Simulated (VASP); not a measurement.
# GdN (Fm-3m) in VASP: further runs, part 2 of 2

VASP 6.6.1.

## (4) Single point, r2SCAN, collinear spin, ferromagnetic start (15.37 Å³/atom)

This run uses another cell than the first one, of 15.37 Å³/atom.

POSCAR reads:

```
GdN
1.0
    0.0000000000      2.4865533670      2.4865533670
    2.4865533670      0.0000000000      2.4865533670
    2.4865533670      2.4865533670      0.0000000000
Gd N
1 1
Direct
    0.5000000000      0.5000000000      0.5000000000
    0.0000000000      0.0000000000      0.0000000000
```

INCAR.step1 reads:

```
SYSTEM = GdN
PREC = Accurate
ENCUT = 520
ISMEAR = 0
SIGMA = 0.05
LREAL = .False.
LASPH = .True.
NELM = 150
ISPIN = 2
MAGMOM = 7.62 0
LMAXMIX = 6
NBANDS = 22
GGA = PE
ALGO = Normal
EDIFF = 1E-4
LWAVE = .True.
LCHARG = .False.
```

INCAR.step2 reads:

```
SYSTEM = GdN
PREC = Accurate
ENCUT = 520
EDIFF = 1E-7
ISMEAR = 0
SIGMA = 0.05
LREAL = .False.
LASPH = .True.
NELM = 150
ALGO = Normal
ISIF = 2
LWAVE = .False.
LCHARG = .False.
ISPIN = 2
MAGMOM = 7.62 0
LORBIT = 11
LMAXMIX = 6
METAGGA = R2SCAN
LMIXTAU = .True.
NBANDS = 22
ISTART = 1
```

KPOINTS reads:

```
regular mesh
0
Gamma
  12 12 12
  0 0 0
```

Potentials or basis: VASP PAW PBE potentials, release 64 (Gd, N).

The run is started by

```
$ cat potpaw_PBE.64/Gd/POTCAR potpaw_PBE.64/N/POTCAR > POTCAR
$ cp INCAR.step1 INCAR
$ mpirun -np 1 vasp_std > vasp.out
$ cp INCAR.step2 INCAR
$ mpirun -np 1 vasp_std > vasp.out
```

OUTCAR:

```text
SYSTEM = GdN
   PREC = Accurate
   ENCUT = 520
   EDIFF = 1E-7
   ISMEAR = 0
   LREAL = .False.
   LASPH = .True.
   NELM = 150
   ISIF = 2
   ISPIN = 2
   LORBIT = 11
   METAGGA = R2SCAN
   ISTART = 1

 ion  position               nearest neighbor table
   1  0.500  0.500  0.500-   2 2.49   2 2.49   2 2.49   2 2.49   2 2.49   2 2.49
   2  0.000  0.000  0.000-   1 2.49   1 2.49   1 2.49   1 2.49   1 2.49   1 2.49

  LATTYP: Found a face centered cubic cell.
 ALAT       =     4.9731067340

  Lattice vectors:

 A1 = (   0.0000000000,   2.4865533670,   2.4865533670)
 A2 = (   2.4865533670,   0.0000000000,   2.4865533670)
 A3 = (   2.4865533670,   2.4865533670,   0.0000000000)

Analysis of symmetry for initial positions (statically):
=====================================================================
 Subroutine PRICEL returns:
 Original cell was already a primitive cell.

 Routine SETGRP: Setting up the symmetry group for a
 face centered cubic supercell.

 Subroutine GETGRP returns: Found 48 space group operations
 (whereof 48 operations were pure point group operations)
 out of a pool of 48 trial point group operations.

The static configuration has the point symmetry O_h .

Analysis of symmetry for dynamics (positions and initial velocities):
=====================================================================
 Subroutine PRICEL returns:
 Original cell was already a primitive cell.

 Routine SETGRP: Setting up the symmetry group for a
 face centered cubic supercell.

 Subroutine GETGRP returns: Found 48 space group operations
 (whereof 48 operations were pure point group operations)
 out of a pool of 48 trial point group operations.

The dynamic configuration has the point symmetry O_h .

[... 152 lines left out ...]

 Free energy of the ion-electron system (eV)
  ---------------------------------------------------
  ext. energy  EPLUGINS =         0.00000000
  ---------------------------------------------------
  free energy    TOTEN  =       -53.85640523 eV

  energy without entropy =      -53.85630667  energy(sigma->0) =      -53.85635595

 E-fermi :   3.8993     XC(G=0): -12.2887

 val. band max:        3.8992435627   @ k =   0.0833   0.0833   0.0000
 cond. band min:       4.1004857522   @ k =   0.0000   0.0000   0.0000
 fundamental gap:      0.2012421896
 Fermi energy:         3.8993043368

 spin component 1

 k-point     1 :       0.0000    0.0000    0.0000
  band No.  band energies     occupation
      1     -41.5599      1.00000
      2     -17.8717      1.00000
      3     -17.8716      1.00000
      4     -17.8716      1.00000
      5      -9.9845      1.00000
      6      -0.2066      1.00000
[... 589 lines left out ...]
     21      14.5450      0.00000
     22      16.9026      0.00000

 [... further k-points ...]

 spin component 2

 k-point     1 :       0.0000    0.0000    0.0000
  band No.  band energies     occupation
      1     -37.8607      1.00000
      2     -15.2547      1.00000
      3     -15.2547      1.00000
      4     -15.2547      1.00000
      5     -10.0254      1.00000
      6       3.0199      1.00000
[... 589 lines left out ...]
     21      15.8929      0.00000
     22      18.0993      0.00000

 [... further k-points ...]

------------------------ aborting loop because EDIFF is reached ----------------------------------------

  FORCE on cell =-STRESS in cart. coord.  units (eV):
  Direction    XX          YY          ZZ          XY          YZ          ZX
  --------------------------------------------------------------------------------------
  -------------------------------------------------------------------------------------
  Total        0.0053400      0.0053400      0.0053400      0.0000000      0.0000000      0.0000000
  in kB        0.2782461      0.2782461      0.2782461      0.0000000      0.0000000      0.0000000
  external PRESSURE =       0.2782461 kB  Pullay stress =       0.0000000 kB

 VOLUME and BASIS-vectors are now :
 -----------------------------------------------------------------------------
  energy-cutoff  :      520.00
  volume of cell :       30.75
      direct lattice vectors                 reciprocal lattice vectors
     0.000000000  2.486553367  2.486553367    -0.201081548  0.201081548  0.201081548
     2.486553367  0.000000000  2.486553367     0.201081548 -0.201081548  0.201081548
     2.486553367  2.486553367  0.000000000     0.201081548  0.201081548 -0.201081548

 POSITION                                       TOTAL-FORCE (eV/Angst)
 -----------------------------------------------------------------------------------
      2.48655      2.48655      2.48655        -0.000000     -0.000000      0.000000
      0.00000      0.00000      0.00000         0.000000      0.000000     -0.000000
 -----------------------------------------------------------------------------------
    total drift:                                0.000000      0.000000      0.000000

  FREE ENERGIE OF THE ION-ELECTRON SYSTEM (eV)
  ---------------------------------------------------
  free  energy   TOTEN  =       -53.8564052335 eV

  energy  without entropy=      -53.8563066708  energy(sigma->0) =      -53.85635595

 total charge

# of ion       s       p       d       f       tot
--------------------------------------------------
    1        2.039   5.694   0.519   6.985  15.237
    2        1.254   2.421   0.000   0.000   3.675
--------------------------------------------------
tot          3.293   8.114   0.519   6.985  18.911

 magnetization (x)

# of ion       s       p       d       f       tot
--------------------------------------------------
    1       -0.011  -0.130   0.086   6.846   6.791
    2       -0.011  -0.110   0.000   0.000  -0.121
--------------------------------------------------
tot         -0.022  -0.240   0.086   6.846   6.670
```

OSZICAR.step1:

```text
N       E                     dE             d eps       ncg     rms          rms(c)
DAV:   1     0.119818181684E+03    0.11982E+03   -0.79483E+03  8938   0.509E+03
[... 21 lines left out ...]
DAV:  23    -0.232334914545E+02    0.62476E-02   -0.37421E-03 10626   0.229E+00    0.223E+01
DAV:  24    -0.232191308780E+02    0.14361E-01   -0.16606E-02  7814   0.710E+00    0.165E+01
DAV:  25    -0.232178111456E+02    0.13197E-02   -0.46578E-03 11186   0.117E+00    0.102E+01
DAV:  26    -0.232166553877E+02    0.11558E-02   -0.76348E-04  7358   0.139E+00    0.822E+00
DAV:  27    -0.232157601814E+02    0.89521E-03   -0.12683E-03  9104   0.176E+00    0.427E+00
DAV:  28    -0.232154499307E+02    0.31025E-03   -0.21168E-03  8194   0.255E+00    0.183E+00
DAV:  29    -0.232154969392E+02   -0.47009E-04   -0.54572E-04  9364   0.194E-01
   1 F= -.23215497E+02 E0= -.23215432E+02  d E =-.129481E-03  mag=     7.0021
```

It took 12 min on 1 thread of Intel Xeon 8259CL, shared host; peak memory 0.26 GiB.

Results:

```
Free energy                                           : -53.8564 eV
Pressure                                              : 0.0 GPa
Band gap on the k mesh                                : zero (filled and empty bands overlap)
Net moment                                            : 7.00 μB per cell
Site moments                                          : Gd +6.79; N -0.12 μB
Valence electrons inside the program's atomic spheres : Gd 15.24; N 3.67
```

Levels at points of the mesh, in eV from the Fermi level:
Spin up:
| k point | band 11 | band 12 | band 13 | band 14 | band 15 | band 16 | band 17 | band 18 | band 19 | band 20 |
| --- | --- | --- | --- | --- | --- | --- | --- | --- | --- | --- |
| (0.00, 0.00, 0.00) | -3.72 | -3.72 | 0.20 | 0.20 | 0.20 | 2.71 | 2.71 | 2.71 | 3.78 | 4.86 |
| (0.50, 0.00, 0.00) | -3.75 | -3.71 | -3.71 | -2.73 | -2.73 | 5.51 | 6.16 | 6.16 | 7.15 | 10.43 |
| (0.50, 0.50, 0.00) | -3.78 | -3.77 | -1.56 | -0.28 | -0.27 | -0.27 | 6.74 | 6.95 | 7.82 | 7.82 |
Spin down:
```
           k point  band 5  band 6  band 7  band 8  band 9  band 10  band 11  band 12
(0.00, 0.00, 0.00)  -13.92   -0.88   -0.88   -0.88    2.83     3.51     3.51     3.51
(0.50, 0.00, 0.00)  -11.93   -4.17   -2.64   -2.64    2.98     3.14     3.14     3.43
(0.50, 0.50, 0.00)  -13.72   -1.18   -0.84   -0.84    0.51     3.21     3.27     3.34
```

Caveat: the PAW data sets were made with another functional, which shifts forces and pressure a little; spin-orbit coupling is left out, which moves the levels of the heavy elements; a cell with one magnetic atom can't hold antiferromagnetic order, which such compounds often take; semilocal functionals describe open f shells poorly, which spoils levels, moments and volumes. With open d or f shells a metallic result of r2SCAN can be an artefact of self-interaction; +U or a hybrid may open a gap.

## (5) Single point, r2SCAN, collinear spin, ferromagnetic start

This run uses another cell than the first one, of 15.37 Å³/atom.

POSCAR is that of step 4.

Edit INCAR.step1 of step 4 so:

```diff
@@ -9,3 +9,3 @@
 ISPIN = 2
-MAGMOM = 7.62 0
+MAGMOM = 0.5 0
 LMAXMIX = 6
```

Edit INCAR.step2 of step 4 so:

```diff
@@ -12,5 +12,5 @@
 LWAVE = .False.
-LCHARG = .False.
+LCHARG = .True.
 ISPIN = 2
-MAGMOM = 7.62 0
+MAGMOM = 0.5 0
 LORBIT = 11
@@ -19,2 +19,4 @@
 LMIXTAU = .True.
+LELF = .True.
+LVHAR = .True.
 NBANDS = 22
```

KPOINTS reads:

```
Automatic mesh
0
Gamma
  12 12 12
  0 0 0
```

Potentials or basis: VASP PAW PBE potentials, release 64 (Gd, N).

The run is started by

```
$ cat potpaw_PBE.64/Gd/POTCAR potpaw_PBE.64/N/POTCAR > POTCAR
$ cp INCAR.step1 INCAR
$ mpirun -np 1 vasp_std > vasp.out
$ cp INCAR.step2 INCAR
$ mpirun -np 1 vasp_std > vasp.out
```

OUTCAR:

```text
SYSTEM = GdN
   PREC = Accurate
   ENCUT = 520
   EDIFF = 1E-7
   ISMEAR = 0
   LREAL = .False.
   LASPH = .True.
   NELM = 150
   ISIF = 2
   ISPIN = 2
   LORBIT = 11
   METAGGA = R2SCAN
   ISTART = 1

 ion  position               nearest neighbor table
   1  0.500  0.500  0.500-   2 2.49   2 2.49   2 2.49   2 2.49   2 2.49   2 2.49
   2  0.000  0.000  0.000-   1 2.49   1 2.49   1 2.49   1 2.49   1 2.49   1 2.49

  LATTYP: Found a face centered cubic cell.
 ALAT       =     4.9731067340
[... 1419 lines left out ...]
  external PRESSURE =       0.2212555 kB  Pullay stress =       0.0000000 kB

 VOLUME and BASIS-vectors are now :
 -----------------------------------------------------------------------------
  energy-cutoff  :      520.00
  volume of cell :       30.75
      direct lattice vectors                 reciprocal lattice vectors
     0.000000000  2.486553367  2.486553367    -0.201081548  0.201081548  0.201081548
     2.486553367  0.000000000  2.486553367     0.201081548 -0.201081548  0.201081548
     2.486553367  2.486553367  0.000000000     0.201081548  0.201081548 -0.201081548

 POSITION                                       TOTAL-FORCE (eV/Angst)
 -----------------------------------------------------------------------------------
      2.48655      2.48655      2.48655         0.000000     -0.000000     -0.000000
      0.00000      0.00000      0.00000        -0.000000      0.000000      0.000000
 -----------------------------------------------------------------------------------
    total drift:                                0.000000      0.000000      0.000000

  FREE ENERGIE OF THE ION-ELECTRON SYSTEM (eV)
  ---------------------------------------------------
  free  energy   TOTEN  =       -53.8564052673 eV

  energy  without entropy=      -53.8563067049  energy(sigma->0) =      -53.85635599

 total charge

# of ion       s       p       d       f       tot
--------------------------------------------------
    1        2.039   5.694   0.519   6.985  15.237
    2        1.254   2.421   0.000   0.000   3.675
--------------------------------------------------
tot          3.293   8.114   0.519   6.985  18.911

 magnetization (x)

# of ion       s       p       d       f       tot
--------------------------------------------------
    1       -0.011  -0.130   0.086   6.846   6.791
    2       -0.011  -0.110   0.000   0.000  -0.121
--------------------------------------------------
tot         -0.022  -0.240   0.086   6.846   6.670
```

OSZICAR.step1:

```text
N       E                     dE             d eps       ncg     rms          rms(c)
DAV:   1     0.115891456164E+03    0.11589E+03   -0.77329E+03  8938   0.490E+03
DAV:   2    -0.330828464375E+01   -0.11920E+03   -0.10759E+03  8726   0.404E+02
[... 14 lines left out ...]
DAV:  17    -0.232128797625E+02    0.19862E-03   -0.24946E-02 10420   0.736E+00    0.638E+00
DAV:  18    -0.232119924363E+02    0.88733E-03   -0.12463E-02 10808   0.277E+00    0.392E+00
DAV:  19    -0.232119003427E+02    0.92094E-04   -0.41503E-03 10272   0.147E+00    0.313E+00
DAV:  20    -0.232149354575E+02   -0.30351E-02   -0.24269E-03  7962   0.209E+00    0.191E+00
DAV:  21    -0.232153901222E+02   -0.45466E-03   -0.41362E-04  8364   0.440E-01    0.138E+00
DAV:  22    -0.232153008255E+02    0.89297E-04   -0.17872E-04  4996   0.570E-01
   1 F= -.23215301E+02 E0= -.23215241E+02  d E =-.119130E-03  mag=     6.9992
```

It took 9.6 min on 1 thread of Intel Xeon 8259CL, shared host; peak memory 0.26 GiB.

What came out:

| Property | Result |
| --- | --- |
| Free energy | -53.8564 eV |
| Pressure | 0.0 GPa |
| Band gap on the k mesh | zero (filled and empty bands overlap) |
| Net moment | 7.00 μB per cell |
| Site moments | Gd +6.79; N -0.12 μB |
| Valence electrons inside the program's atomic spheres | Gd 15.24; N 3.67 |

Caveat: the PAW data sets were made with another functional, which shifts forces and pressure a little; spin-orbit coupling is left out, which moves the levels of the heavy elements; a cell with one magnetic atom can't hold antiferromagnetic order, which such compounds often take; semilocal functionals describe open f shells poorly, which spoils levels, moments and volumes. The state reached can hang on the start; a lower one may exist.

## (6) Summary

| cell | gap on the mesh (eV) | pressure (GPa) | moment (μB) |
| --- | --- | --- | --- |
| a = 3.469 Å, angles 60.0°, 2 atoms | none | 7.1 | 7.00 |
| a = 3.493 Å, angles 60.0°, 2 atoms | none | 3.4 | 7.00 |
| a = 3.517 Å, angles 60.0°, 2 atoms | none | 0.0 | 7.00 |

Alike in all rows: task single point; level r2SCAN; potentials or basis VASP PAW PBE potentials, release 64 (Gd, N); spin collinear, ferromagnetic start; k mesh 12 × 12 × 12; cutoff (eV) 520; smearing gaussian 0.05 eV.

Caveats: the PAW data sets were made with another functional, which shifts forces and pressure a little; spin-orbit coupling is left out, which moves the levels of the heavy elements; a cell with one magnetic atom can't hold antiferromagnetic order, which such compounds often take; semilocal functionals describe open f shells poorly, which spoils levels, moments and volumes; the cell stands under pressure (at least some runs).

Absolute energies hang on the potentials; compare differences alone.

The gap in the log of VASP goes by the Fermi energy; the results here count the filled bands.